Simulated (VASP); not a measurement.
# AlN (P6_3mc) in VASP: notebook, part 2 of 2

VASP 6.6.1. Earlier steps stand in the parts before.

## 4. Vibrations by perturbation theory, PBEsol

The input, INCAR:

```
SYSTEM = AlN
PREC = Accurate
ENCUT = 520
EDIFF = 1E-8
ISMEAR = 0
SIGMA = 0.01
LREAL = .False.
LASPH = .True.
NELM = 100
ALGO = Normal
ISIF = 2
LWAVE = .False.
LCHARG = .False.
GGA = PS
NBANDS = 16
IBRION = 8
NSW = 1
LEPSILON = .True.
```

The input, KPOINTS:

```
regular mesh
0
Gamma
  12 12 8
  0 0 0
```

The input, POSCAR:

```
AlN
1.0
    3.1138207702      0.0000000000      0.0000000000
   -1.5569103851      2.6966478898      0.0000000000
    0.0000000000      0.0000000000      4.9835885532
Al N
2 2
Direct
    0.3333333333      0.6666666667      0.0015085243
    0.6666666667      0.3333333333      0.5015085243
    0.3333333333      0.6666666667      0.3834914757
    0.6666666667      0.3333333333      0.8834914757
```

Potentials or basis: VASP PAW PBE potentials, release 64 (Al, N).

Launch:

```console
$ cat potpaw_PBE.64/Al/POTCAR potpaw_PBE.64/N/POTCAR > POTCAR
$ mpirun -np 1 vasp_std > vasp.out
```

OUTCAR:

```text
SYSTEM = AlN
   PREC = Accurate
   ENCUT = 520
   EDIFF = 1E-8
   ISMEAR = 0
   LREAL = .False.
   LASPH = .True.
   NELM = 100
   ISIF = 2
   GGA = PS
   IBRION = 8
   NSW = 1
   LEPSILON = .True.

 ion  position               nearest neighbor table
   1  0.333  0.667  0.002-   4 1.89   4 1.89   4 1.89   3 1.90   2 3.07   2 3.07   2 3.07   2 3.07
                             2 3.07   2 3.07
   2  0.667  0.333  0.502-   3 1.89   3 1.89   3 1.89   4 1.90   1 3.07   1 3.07   1 3.07   1 3.07
                             1 3.07   1 3.07
   3  0.333  0.667  0.383-   2 1.89   2 1.89   2 1.89   1 1.90
   4  0.667  0.333  0.883-   1 1.89   1 1.89   1 1.89   2 1.90

  LATTYP: Found a hexagonal cell.
 ALAT       =     3.1138207702
 C/A-ratio  =     1.6004737976

  Lattice vectors:

 A1 = (   3.1138207702,   0.0000000000,   0.0000000000)
 A2 = (  -1.5569103851,   2.6966478898,   0.0000000000)
 A3 = (   0.0000000000,   0.0000000000,   4.9835885532)

Analysis of symmetry for initial positions (statically):
=====================================================================
 Subroutine PRICEL returns:
 Original cell was already a primitive cell.

 Routine SETGRP: Setting up the symmetry group for a
 hexagonal supercell.

 Subroutine GETGRP returns: Found 12 space group operations
 (whereof  6 operations were pure point group operations)
 out of a pool of 24 trial point group operations.

The static configuration has the point symmetry C_3v.
 The point group associated with its full space group is C_6v.

Analysis of symmetry for dynamics (positions and initial velocities):
=====================================================================
 Subroutine PRICEL returns:
 Original cell was already a primitive cell.

 Routine SETGRP: Setting up the symmetry group for a
 hexagonal supercell.

 Subroutine GETGRP returns: Found 12 space group operations
 (whereof  6 operations were pure point group operations)
 out of a pool of 24 trial point group operations.

The dynamic configuration has the point symmetry C_3v.
 The point group associated with its full space group is C_6v.

 Subroutine INISYM returns: Found 12 space group operations
 (whereof  6 operations are pure point group operations),
 and found     1 'primitive' translations

----------------------------------------------------------------------------------------
[... 699 lines left out ...]
 ------------------------------------------------------
           4.486234     0.000000     0.000000
          -0.000000     4.486234     0.000000
           0.000000     0.000000     4.718078
 ------------------------------------------------------

 PIEZOELECTRIC TENSOR (including local field effects)  for field in x, y, z        (e  Angst)
          XX          YY          ZZ          XY          YZ          ZX
  --------------------------------------------------------------------------------
  x     0.00000     0.00000     0.00000    -0.00000     0.00000     0.87157
  y    -0.00000     0.00000    -0.00000     0.00000     0.87157     0.00000
  z     0.67189     0.67189    -1.01448     0.00000     0.00000    -0.00000

 PIEZOELECTRIC TENSOR (including local field effects)  for field in x, y, z        (C/m^2)
          XX          YY          ZZ          XY          YZ          ZX
  --------------------------------------------------------------------------------
  x     0.00000     0.00000     0.00000    -0.00000     0.00000     0.33370
  y    -0.00000     0.00000    -0.00000     0.00000     0.33370     0.00000
  z     0.25724     0.25724    -0.38841     0.00000     0.00000    -0.00000

 BORN EFFECTIVE CHARGES (including local field effects) (in |e|, cummulative output)
 ---------------------------------------------------------------------------------
 ion    1
    1     2.51180     0.00000     0.00000
    2     0.00000     2.51180    -0.00000
    3    -0.00000     0.00000     2.67608
 ion    2
    1     2.51180     0.00000    -0.00000
    2     0.00000     2.51180     0.00000
    3     0.00000     0.00000     2.67608
 ion    3
    1    -2.51180     0.00000    -0.00000
    2     0.00000    -2.51180     0.00000
    3     0.00000    -0.00000    -2.67608
 ion    4
    1    -2.51180     0.00000     0.00000
    2     0.00000    -2.51180     0.00000
    3     0.00000     0.00000    -2.67608

 INTERNAL STRAIN TENSOR FOR ION    4 for displacements in x,y,z  (eV/Angst):
          X           Y           Z          XY          YZ          ZX
  --------------------------------------------------------------------------------
  x     0.00000    -0.00000    -0.00000    10.62249     0.00000     5.34414
  y    10.62249   -10.62249     0.00000     0.00000     5.38231     0.00000
  z     5.59590     5.59590   -12.39669     0.00000     0.00000     0.00000

 SECOND DERIVATIVES (NOT SYMMETRIZED)
 ------------------------------------
               1X          1Y          1Z          2X          2Y          2Z          3X          3Y          3Z          4X          4Y          4Z
  1X   -15.678583    0.000000   -0.000000    0.665968    0.000000   -0.000000    1.437501    0.000000   -0.000000   13.575114    0.000000   -0.000000
  1Y     0.000000  -15.678583    0.000000    0.000000    0.665968    0.000000   -0.000000    1.437501    0.000000    0.000000   13.575114    0.000000
  1Z     0.000000    0.000000  -20.878727    0.000000    0.000000    8.328042    0.000000   -0.000000    6.399679    0.000000   -0.000000    6.151006
  2X     0.665968    0.000000    0.000000  -15.678583    0.000000    0.000000   13.575114    0.000000    0.000000    1.437501    0.000000    0.000000
  2Y    -0.000000    0.665968   -0.000000    0.000000  -15.678583    0.000000    0.000000   13.575114   -0.000000    0.000000    1.437501   -0.000000
  2Z     0.000000    0.000000    8.328042   -0.000000   -0.000000  -20.878727    0.000000    0.000000    6.151006    0.000000    0.000000    6.399679
  3X     1.436262   -0.000000    0.000000   13.573206    0.000000    0.000000  -15.720238    0.000000    0.000000    0.710770    0.000000   -0.000000
  3Y     0.000000    1.436262    0.000000    0.000000   13.573206    0.000000    0.000000  -15.720238    0.000000    0.000000    0.710770    0.000000
  3Z    -0.000000    0.000000    6.374558   -0.000000    0.000000    6.172905    0.000000    0.000000  -19.455557    0.000000    0.000000    6.908095
  4X    13.573206    0.000000    0.000000    1.436262   -0.000000    0.000000    0.710770    0.000000    0.000000  -15.720238    0.000000    0.000000
  4Y     0.000000   13.573206   -0.000000    0.000000    1.436262    0.000000    0.000000    0.710770   -0.000000   -0.000000  -15.720238   -0.000000
  4Z     0.000000   -0.000000    6.172905    0.000000    0.000000    6.374558    0.000000   -0.000000    6.908095    0.000000    0.000000  -19.455557

 Eigenvectors and eigenvalues of the dynamical matrix
 ----------------------------------------------------

   1 f  =   21.453261 THz   134.794811 2PiTHz  715.603743 cm-1    88.723516 meV
             X         Y         Z           dx          dy          dz
     -0.000000  1.797765  0.007518     0.000000    0.000000    0.010230
      1.556910  0.898883  2.499312     0.000000    0.000000   -0.010230
     -0.000000  1.797765  1.911164    -0.000000   -0.000000   -0.707033
      1.556910  0.898883  4.402958    -0.000000   -0.000000    0.707033
[... 71 lines left out ...]
  12 f/i=    0.001111 THz     0.006979 2PiTHz    0.037051 cm-1     0.004594 meV
             X         Y         Z           dx          dy          dz
     -0.000000  1.797765  0.007518     0.000000   -0.000000    0.573718
      1.556910  0.898883  2.499312     0.000000   -0.000000    0.573718
     -0.000000  1.797765  1.911164     0.000000   -0.000000    0.413337
      1.556910  0.898883  4.402958     0.000000   -0.000000    0.413337

--------------------------------------------------------------------------------------------------------

 MACROSCOPIC STATIC DIELECTRIC TENSOR IONIC CONTRIBUTION
 ------------------------------------------------------
           3.634929     0.000000    -0.000000
           0.000000     3.634929    -0.000000
          -0.000000    -0.000000     4.935397
 ------------------------------------------------------

 ELASTIC MODULI CONTR FROM IONIC RELAXATION (kBar)
 Direction    XX          YY          ZZ          XY          YZ          ZX
 --------------------------------------------------------------------------------
 XX        -723.6911    340.5778    424.3650     -0.0000     -0.0000      0.0000
 YY         340.5778   -723.6911    424.3650      0.0000     -0.0000     -0.0000
 ZZ         424.3650    424.3650   -940.1167     -0.0000     -0.0000     -0.0000
 XY          -0.0000      0.0000     -0.0000   -532.1344     -0.0000      0.0000
 YZ           0.0000      0.0000     -0.0000     -0.0000   -134.7989     -0.0000
 ZX           0.0000     -0.0000     -0.0000      0.0000     -0.0000   -142.9330
 --------------------------------------------------------------------------------

 PIEZOELECTRIC TENSOR IONIC CONTR  for field in x, y, z        (C/m^2)
          XX          YY          ZZ          XY          YZ          ZX
  --------------------------------------------------------------------------------
  x     0.00000    -0.00000    -0.00000     0.00000    -0.00000    -0.67824
  y    -0.00000    -0.00000    -0.00000    -0.00000    -0.65866    -0.00000
  z    -0.91492    -0.91492     2.02686     0.00000     0.00000     0.00000
```

OSZICAR:

```text
N       E                     dE             d eps       ncg     rms          rms(c)
DAV:   1     0.397906329355E+02    0.39791E+02   -0.73063E+03  3040   0.895E+02
DAV:   2    -0.322336009946E+02   -0.72024E+02   -0.66171E+02  4280   0.188E+02
[... 178 lines left out ...]
RMM:   5    -0.252705339260E+00   -0.16328E-03   -0.13836E-05  7055   0.265E-02    0.685E-03
RMM:   6    -0.252765705491E+00   -0.60366E-04    0.63215E-07  7432   0.541E-03    0.251E-03
RMM:   7    -0.252761672739E+00    0.40328E-05   -0.75559E-07  7356   0.214E-03    0.564E-04
RMM:   8    -0.252758360592E+00    0.33121E-05    0.50560E-08  7386   0.591E-04    0.284E-04
RMM:   9    -0.252759754610E+00   -0.13940E-05   -0.15032E-07  7383   0.235E-04    0.193E-05
RMM:  10    -0.252759749688E+00    0.49218E-08    0.35577E-08  7702   0.316E-05    0.159E-05
 Linear response finished
```

stdout:

```text
POSCAR found type information on POSCAR AlN
 POSCAR found :  2 types and       4 ions
 scaLAPACK will be used
 -----------------------------------------------------------------------------
|                                                                             |
|                                                                             |
[... 47 lines left out ...]
 first order change of Fermi-energy  -0.11854E-04
 force on displaced ion       3 direction 1 : -15.720   0.000  -0.000
 Born effective charge ion    3 direction 1 :  -2.511   0.000   0.000
 Linear response progress:
 first order change of Fermi-energy   0.13912E+01
 force on displaced ion       3 direction 3 :   0.000  -0.000 -19.456
 Born effective charge ion    3 direction 3 :   0.000   0.000  -2.676
 Born effective charges drift removed
 Linear response finished
```

It took 13 min on 1 thread of Intel Xeon 6975P-C (Granite Rapids), shared host; peak memory 0.85 GiB.

What came out:

```yaml
Electronic_dielectric_tensor_diagonal: 4.49, 4.49, 4.72
Born_charges_mean_of_the_diagonal: Al +2.57; N -2.57 e
Highest_phonon_frequency_at_Γ_LO-TO_splitting_left_out: 716 cm⁻¹
```

Phonon frequencies in cm⁻¹ (negative: imaginary):
```tsv
q point	frequencies
(0.000, 0.000, 0.000)	0 0 0 235 235 543 608 655 655 665 665 716
```

Electronic dielectric tensor:
```
4.49 0.00 0.00
0.00 4.49 0.00
0.00 0.00 4.72
```

Born effective charge tensors (e):
atom 1, Al
```
2.51 0.00 0.00
0.00 2.51 0.00
0.00 0.00 2.68
```
atom 2, Al
```
2.51 0.00 0.00
0.00 2.51 0.00
0.00 0.00 2.68
```
atom 3, N
```
-2.51  0.00  0.00
 0.00 -2.51  0.00
 0.00  0.00 -2.68
```
atom 4, N
```
-2.51  0.00  0.00
 0.00 -2.51  0.00
 0.00  0.00 -2.68
```

## 5. Comparison with measurements

Step 2. A measured gap of AlN is 6.0343 eV (an exciton energy, a little under the gap; 0 K; quoted in “Structural and optical properties of self-assembled AlN nanowires grown on SiO2/Si substrates by molecular beam epitaxy”, 2024, arxiv:2402.00216); the calculated 4.11 eV misses it by -1.92 eV. 2 values of this kind are on record (6.034 to 6.0343 eV); this one was drawn at random. The value is that of PBEsol on a finite k mesh, which can miss the band edges, without temperature or zero-point motion. Semilocal functionals fall short of measured gaps as a rule.
